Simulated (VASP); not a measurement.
Here is a VASP 6.6.1 calculation.

File POSCAR:

```
MnS
1.0
    0.0000000000      2.8233573086      2.8233573086
    2.8233573086      0.0000000000      2.8233573086
    2.8233573086      2.8233573086      0.0000000000
Mn S
1 1
Direct
    0.0000000000      0.0000000000      0.0000000000
    0.2500000000      0.2500000000      0.2500000000
```

File INCAR.step1:

```
SYSTEM = MnS
PREC = Accurate
ENCUT = 520
ISMEAR = 0
SIGMA = 0.02
LREAL = .False.
LASPH = .True.
NELM = 150
ISPIN = 2
MAGMOM = 4.73 0.12
LMAXMIX = 4
NBANDS = 20
GGA = PE
ALGO = Normal
EDIFF = 1E-4
LWAVE = .True.
LCHARG = .False.
```

INCAR.step2

```
SYSTEM = MnS
PREC = Accurate
ENCUT = 520
EDIFF = 1E-6
ISMEAR = 0
SIGMA = 0.02
LREAL = .False.
LASPH = .True.
NELM = 150
ALGO = Normal
ISIF = 2
LWAVE = .False.
LCHARG = .True.
ISPIN = 2
MAGMOM = 4.73 0.12
LORBIT = 11
LMAXMIX = 4
METAGGA = R2SCAN
LMIXTAU = .True.
LELF = .True.
LVHAR = .True.
NBANDS = 20
ISTART = 1
```

KPOINTS

```
regular mesh
0
Gamma
  12 12 12
  0 0 0
```

Potentials or basis: VASP PAW PBE potentials, release 64 (Mn_pv, S).

Launch:

```sh
$ cat potpaw_PBE.64/Mn_pv/POTCAR potpaw_PBE.64/S/POTCAR > POTCAR
$ cp INCAR.step1 INCAR
$ mpirun -np 1 vasp_std > vasp.out
$ cp INCAR.step2 INCAR
$ mpirun -np 1 vasp_std > vasp.out
```

**Question.** Estimate the site moments.

**Answer.** Mn +4.48; S +0.07 μB.

**Question.** Estimate the pressure.

**Answer.** 0.1 GPa.

**Question.** Estimate the net moment.

**Answer.** 5.00 μB per cell.

Caveat: the PAW data sets were made with another functional, which shifts forces and pressure a little; a cell with one magnetic atom can't hold antiferromagnetic order, which such compounds often take.
